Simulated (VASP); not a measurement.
Ru: single point with PBE

The system is Ru.

```
CELL_PARAMETERS angstrom
-1.50677 1.50677 1.50677
1.50677 -1.50677 1.50677
1.50677 1.50677 -1.50677
ATOMIC_POSITIONS crystal
Ru 0.00000 0.00000 0.00000
```

This cell differs from its parent crystal: volume scaled by 0.96.

```yaml
Program: VASP 6.6.1
Task: single point
Functional: PBE
Potentials_or_basis: VASP PAW PBE potentials, release 64 (Ru_pv)
Cutoff: 520 eV
k_mesh: 16 × 16 × 16
Occupations: fermi-dirac, width 0.1 eV
Spin: no spin polarisation
```

```yaml
Pressure: 12.5 GPa
Band_gap_on_the_k_mesh: zero (band 7 reaches 14.73 eV, above the bottom of band 8 at 11.12 eV)
```

Levels at points of the mesh, in eV from the Fermi level:
```tsv
k point	band 4	band 5	band 6	band 7	band 8	band 9	band 10	band 11
(0.00, 0.00, 0.00)	-8.11	-2.90	-2.90	-2.90	-0.10	-0.10	10.51	17.16
(0.50, 0.00, 0.00)	-6.34	-4.70	-0.12	0.38	1.20	2.50	10.44	10.55
(0.50, 0.50, 0.50)	-6.46	-6.46	1.87	1.87	1.87	9.44	9.44	9.44
```

It took 30 s on 1 thread of Intel Xeon 8259CL (shared host), peak memory 0.14 GiB.
